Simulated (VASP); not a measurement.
# SnSe2 (P-3m1) in VASP: electric field gradients with PBE+D3(BJ)

Aim: the electric field gradients of SnSe2 with PBE+D3(BJ).

All numbers are computed with VASP 6.6.1; they aren't measurements. Logs are shortened: lines on timing, memory, paths and dates and some standing lists are left out, and cuts for length are marked.

**1. The cell of the first run**

Symmetry: P-3m1, No. 164, trigonal system. The conventional cell has a = 3.840 Å, b = 3.840 Å, c = 6.010 Å, α = 90.00°, β = 90.00°, γ = 120.00°. Within 3.6 Å of Sn (site symmetry -3m) lie 6 Se at 2.73 Å. Within 3.6 Å of Se (site symmetry 3m) lie 3 Sn at 2.73 Å and 3 Se at 3.59 Å.

**2. Electric field gradients, PBE+D3(BJ)**

Input file INCAR:

```
SYSTEM = SnSe2
PREC     = Accurate       ! precision mode
ENCUT    = 520            ! plane-wave cutoff, eV
EDIFF    = 1E-8           ! SCF threshold, eV
ISMEAR   = 0              ! smearing method
SIGMA    = 0.01           ! smearing width, eV
LREAL    = .FALSE.        ! projectors in reciprocal space
LASPH    = .TRUE.         ! aspherical terms in the spheres
NELM     = 100            ! most SCF steps
ALGO     = Normal         ! electronic algorithm
ISIF     = 2              ! what is computed and relaxed
LWAVE    = .FALSE.        ! write WAVECAR
LCHARG   = .FALSE.        ! write CHGCAR
GGA      = PE             ! functional
IVDW     = 12             ! dispersion correction
LEFG     = .TRUE.       
NBANDS   = 20             ! bands
```

Input file KPOINTS:

```
regular mesh
0
G
  12 12 6
  0 0 0
```

Input file POSCAR:

```
SnSe2
1.0
    3.8397304827      0.0000000000      0.0000000000
   -1.9198652413      3.3253041417      0.0000000000
    0.0000000000      0.0000000000      6.0097791120
Sn Se
1 2
Direct
    0.0000000000      0.0000000000      0.0000000000
    0.3333333333      0.6666666667      0.2651797791
    0.6666666667      0.3333333333      0.7348202209
```

Potentials or basis: VASP PAW PBE potentials, release 64 (Sn_d, Se).

Started as:

```sh
> cat potpaw_PBE.64/Sn_d/POTCAR potpaw_PBE.64/Se/POTCAR > POTCAR
> mpirun -np 1 vasp_std > vasp.out
```

OUTCAR:

```text
SYSTEM = SnSe2
   PREC = Accurate
   ENCUT = 520
   EDIFF = 1E-8
   ISMEAR = 0
   LREAL = .FALSE.
   LASPH = .TRUE.
   NELM = 100
   ISIF = 2
   GGA = PE
   IVDW = 12
 IVDW          = 12

 ion  position               nearest neighbor table
   1  0.000  0.000  0.000-   2 2.73   3 2.73   2 2.73   3 2.73   3 2.73   2 2.73
   2  0.333  0.667  0.265-   1 2.73   1 2.73   1 2.73
   3  0.667  0.333  0.735-   1 2.73   1 2.73   1 2.73

  LATTYP: Found a hexagonal cell.
 ALAT       =     3.8397304827
 C/A-ratio  =     1.5651564971

  Lattice vectors:

 A1 = (   3.8397304827,   0.0000000000,   0.0000000000)
 A2 = (  -1.9198652413,   3.3253041417,   0.0000000000)
 A3 = (   0.0000000000,   0.0000000000,   6.0097791120)

Analysis of symmetry for initial positions (statically):
=====================================================================
 Subroutine PRICEL returns:
 Original cell was already a primitive cell.

 Routine SETGRP: Setting up the symmetry group for a
 hexagonal supercell.

 Subroutine GETGRP returns: Found 12 space group operations
 (whereof 12 operations were pure point group operations)
 out of a pool of 24 trial point group operations.

The static configuration has the point symmetry D_3d.

Analysis of symmetry for dynamics (positions and initial velocities):
=====================================================================
 Subroutine PRICEL returns:
 Original cell was already a primitive cell.

 Routine SETGRP: Setting up the symmetry group for a
 hexagonal supercell.

 Subroutine GETGRP returns: Found 12 space group operations
 (whereof 12 operations were pure point group operations)
 out of a pool of 24 trial point group operations.

The dynamic configuration has the point symmetry D_3d.

 Subroutine INISYM returns: Found 12 space group operations
 (whereof 12 operations are pure point group operations),
 and found     1 'primitive' translations

----------------------------------------------------------------------------------------

                                     Primitive cell

  volume of cell :      76.7345

  direct lattice vectors                    reciprocal lattice vectors
     3.839730483  0.000000000  0.000000000     0.260434946  0.150362186  0.000000000
    -1.919865241  3.325304142  0.000000000     0.000000000  0.300724372  0.000000000
     0.000000000  0.000000000  6.009779112     0.000000000  0.000000000  0.166395467

  length of vectors
     3.839730483  3.839730483  6.009779112     0.300724372  0.300724372  0.166395467

  position of ions in fractional coordinates (direct lattice)
     0.000000000  0.000000000  0.000000000
     0.333333333  0.666666667  0.265179779
     0.666666667  0.333333333  0.734820221

  ion indices of the primitive-cell ions
   primitive index   ion index
                 1           1
                 2           2
                 3           3

----------------------------------------------------------------------------------------

 KPOINTS: regular mesh

Automatic generation of k-mesh.
 Grid dimensions read from file:
 generate k-points for:   12   12    6

 Generating k-lattice:

  Cartesian coordinates                     Fractional coordinates (reciprocal lattice)
     0.021702912  0.012530182  0.000000000     0.083333333  0.000000000  0.000000000
     0.000000000  0.025060364  0.000000000     0.000000000  0.083333333  0.000000000
     0.000000000  0.000000000  0.027732578     0.000000000  0.000000000  0.166666667

  Length of vectors
     0.025060364  0.025060364  0.027732578

  Shift w.r.t. Gamma in fractional coordinates (k-lattice)
     0.000000000  0.000000000  0.000000000

 Subroutine IBZKPT returns following result:
 ===========================================

 Found    100 irreducible k-points:

 Following reciprocal coordinates:
            Coordinates               Weight
  0.000000  0.000000  0.000000      1.000000
  0.083333 -0.000000  0.000000      6.000000
  0.166667 -0.000000  0.000000      6.000000
  0.250000 -0.000000  0.000000      6.000000
  0.333333 -0.000000  0.000000      6.000000
  0.416667 -0.000000  0.000000      6.000000
[... 16 lines left out ...]
  0.166667 -0.000000  0.166667      6.000000
  0.000000  0.166667  0.166667      6.000000
 [... further k-points ...]
   k-points           NKPTS =    100   k-points in BZ     NKDIM =    100   number of bands    NBANDS=     20
   number of dos      NEDOS =    301   number of ions     NIONS =      3
   total plane-waves  NPLWV =  43200
   dimension x,y,z NGX =    30 NGY =   30 NGZ =   48
   dimension x,y,z NGXF=    60 NGYF=   60 NGZF=   96
   ions per type =               1   2
   NGX,Y,Z   is equivalent  to a cutoff of  12.99, 12.99, 13.28 a.u.
   NGXF,Y,Z  is equivalent  to a cutoff of  25.98, 25.98, 26.56 a.u.
 SYSTEM =  SnSe2
   PREC   = accura    normal or accurate (medium, high low for compatibility)
   ISTART =      0    job   : 0-new  1-cont  2-samecut
   ICHARG =      2    charge: 1-file 2-atom 10-const
   ISPIN  =      1    spin polarized calculation?
   LNONCOLLINEAR =      F non collinear calculations
   LSORBIT =      F    spin-orbit coupling
   LASPH  =      T    aspherical Exc in radial PAW
   ENCUT  =  520.0 eV  38.22 Ry    6.18 a.u.   7.14  7.14 11.17*2*pi/ulx,y,z
   NELM   =    100;   NELMIN=  2; NELMDL= -5     # of ELM steps
   EDIFF  = 0.1E-07   stopping-criterion for ELM
   LREAL  =      F    real-space projection
   EDIFFG = 0.1E-06   stopping-criterion for IOM
   NSW    =      0    number of steps for IOM
   IBRION =     -1    ionic relax: 0-MD 1-quasi-New 2-CG
   NFREE  =      0    steps in history (QN), initial steepest desc. (CG)
   ISIF   =      2    stress and relaxation
   ISYM   =      2    0-nonsym 1-usesym 2-fastsym
   POTIM  = 0.5000    time-step for ionic-motion
   TEBEG  =    0.0;   TEEND  =   0.0 temperature during run
   PSTRESS=    0.0 pullay stress
   NELECT =      26.0000    total number of electrons
   NUPDOWN=      -1.0000    fix difference up-down
   EMIN   =  10.00;   EMAX   =-10.00  energy-range for DOS
   EFERMI =   0.00;   METHOD = LEGACY
   ISMEAR =     0;   SIGMA  =   0.01  broadening in eV -4-tet -1-fermi 0-gaus
   EFERMI_NEDOS =   21; number of points for ismear=-14 and -15
   IALGO  =     38    algorithm
   IMIX   =      4    mixing-type and parameters
     AMIX     =   0.40;   BMIX     =  1.00
     AMIX_MAG =   1.60;   BMIX_MAG =  1.00
  volume/ion in A,a.u.               =      25.58       172.61
  Fermi-wavevector in a.u.,A,eV,Ry     =   1.141307  2.156757 17.722693  1.302581
  Thomas-Fermi vector in A             =   2.278007
   LORBIT       =      0    0 simple, 1 ext, 2 COOP (PROOUT), +10 PAW based schemes
   GGA     = PE    functional components
   LHFCALC =     F    Hartree Fock is set to
   AEXX    =    0.0000 exact exchange contribution
   IVDW    =    12    specifies the selected vdW correction
   LEPSILON=     F    determine dielectric tensor
   LRPA    =     F    only Hartree local field effects (RPA)
 non-spin polarized calculation
 Gauss-broadening in eV      SIGMA  =   0.01
  energy-cutoff  :      520.00
  volume of cell :       76.73
 maximum number of plane-waves:      2098
 NGX is ok and might be reduce to    30
   NGX = 15   NGY = 15   NGZ = 23

 number of electron      26.0000002 magnetization

 Free energy of the ion-electron system (eV)
  ---------------------------------------------------
  ext. energy  EPLUGINS =         0.00000000
  ---------------------------------------------------
  free energy    TOTEN  =       -11.80669437 eV

  energy without entropy =      -11.80669437  energy(sigma->0) =      -11.80669437

 E-fermi :   4.4978     XC(G=0):  -9.5629

 val. band max:        4.4466677227   @ k =   0.0833   0.0833   0.0000
 cond. band min:       4.7902375126   @ k =   0.0000   0.4167   0.3333
 fundamental gap:      0.3435697899
 Fermi energy:         4.4978377217

 k-point     1 :       0.0000    0.0000    0.0000
  band No.  band energies     occupation
      1     -16.9748      2.00000
      2     -16.9748      2.00000
      3     -16.9407      2.00000
      4     -16.9295      2.00000
      5     -16.9295      2.00000
      6      -9.5139      2.00000
[... 12 lines left out ...]
     19      13.3022      0.00000
[... 513 lines left out ...]
      4     -16.9321      2.00000
      5     -16.9283      2.00000
      6      -9.1980      2.00000
[... 12 lines left out ...]
     19      12.1531      0.00000
     20      13.1139      0.00000

 [... further k-points ...]

------------------------ aborting loop because EDIFF is reached ----------------------------------------

 Edisp (eV)   -1.09172

 E8    (eV) :    -0.4779

  FORCE on cell =-STRESS in cart. coord.  units (eV):
  Direction    XX          YY          ZZ          XY          YZ          ZX
  --------------------------------------------------------------------------------------
  -------------------------------------------------------------------------------------
  Total       0.02780     0.02780     0.03458     0.00000     0.00000     0.00000
  in kB       0.58036     0.58036     0.72210     0.00000     0.00000     0.00000
  external pressure =        0.63 kB  Pullay stress =        0.00 kB

 VOLUME and BASIS-vectors are now :
 -----------------------------------------------------------------------------
  energy-cutoff  :      520.00
  volume of cell :       76.73
      direct lattice vectors                 reciprocal lattice vectors
     3.839730483  0.000000000  0.000000000     0.260434946  0.150362186  0.000000000
    -1.919865241  3.325304142  0.000000000     0.000000000  0.300724372  0.000000000
     0.000000000  0.000000000  6.009779112     0.000000000  0.000000000  0.166395467

 POSITION                                       TOTAL-FORCE (eV/Angst)
 -----------------------------------------------------------------------------------
      0.00000      0.00000      0.00000         0.000000      0.000000     -0.000000
     -0.00000      2.21687      1.59367         0.000000     -0.000000      0.014170
      1.91987      1.10843      4.41611        -0.000000      0.000000     -0.014170
 -----------------------------------------------------------------------------------
    total drift:                                0.000000     -0.000000     -0.000000

  FREE ENERGIE OF THE ION-ELECTRON SYSTEM (eV)
  ---------------------------------------------------
  free  energy   TOTEN  =       -12.8984137301 eV

  energy  without entropy=      -12.8984137301  energy(sigma->0) =      -12.89841373

 Electric field gradients (V/A^2)
---------------------------------------------------------------------
 ion       V_xx      V_yy      V_zz      V_xy      V_xz      V_yz
---------------------------------------------------------------------
   1      -1.507    -1.506     3.013     0.000    -0.000     0.000
   2      28.404    28.404   -56.808     0.000    -0.000     0.000
   3      28.404    28.404   -56.808     0.000    -0.000     0.000
---------------------------------------------------------------------

 Electric field gradients after diagonalization (V/A^2)
 (convention: |V_zz| > |V_xx| > |V_yy|)
----------------------------------------------------------------------
 ion       V_xx      V_yy      V_zz     asymmetry (V_yy - V_xx)/ V_zz
----------------------------------------------------------------------
   1      -1.507    -1.506     3.013       0.000
   2      28.404    28.404   -56.808       0.000
   3      28.404    28.404   -56.808       0.000
----------------------------------------------------------------------

           NMR quadrupolar parameters

 Cq : quadrupolar parameter    Cq=e*Q*V_zz/h
 eta: asymmetry parameters     (V_yy - V_xx)/ V_zz
 Q  : nuclear electric quadrupole moment in mb (millibarn)
----------------------------------------------------------------------
 ion       Cq(MHz)       eta       Q (mb)
----------------------------------------------------------------------
   1       0.007       0.000       1.000
   2      -0.137       0.000       1.000
   3      -0.137       0.000       1.000
----------------------------------------------------------------------
```

Wall time 82 s (1 thread of AMD EPYC 9R45 (Zen 5), shared host); peak memory 0.27 GiB.

Results:

* Free energy: -12.8984 eV
* Pressure: 0.1 GPa
* Largest force: 0.014 eV/Å
* Band gap on the k mesh: 0.34 eV, indirect (least direct gap 0.81 eV)
* Dispersion energy per atom: -0.364 eV

Forces in eV/Å, atoms in the order of the input:
```
Sn   0.000  0.000  0.000
Se   0.000  0.000  0.014
Se   0.000  0.000 -0.014
```

Levels at points of the mesh, in eV from the valence-band top:
```
           k point  band 10  band 11  band 12  band 13  band 14  band 15  band 16  band 17
(0.00, 0.00, 0.00)    -0.74    -0.58    -0.58    -0.14     0.68     2.89     4.46     4.46
(0.50, 0.00, 0.00)    -3.26    -2.69    -1.70    -0.40     1.09     3.48     4.87     4.99
(0.00, 0.00, 0.50)    -0.91    -0.91    -0.32    -0.32     2.37     2.75     4.07     4.07
(0.50, 0.00, 0.50)    -2.40    -2.08    -1.13    -1.01     0.59     3.88     4.50     5.71
```

Electric field gradients, principal values (V/Å²):
```csv
atom,least,middle,greatest (by size)
1 Sn,-1.506,-1.507,3.013
2 Se,28.404,28.404,-56.808
3 Se,28.404,28.404,-56.808
```

Caveat: without QUAD_EFG the Cq values of the log hold for a quadrupole moment of 1 mb, not for the nuclei; spin-orbit coupling is left out, which moves the levels of the heavy elements. A k mesh can miss the band edges.
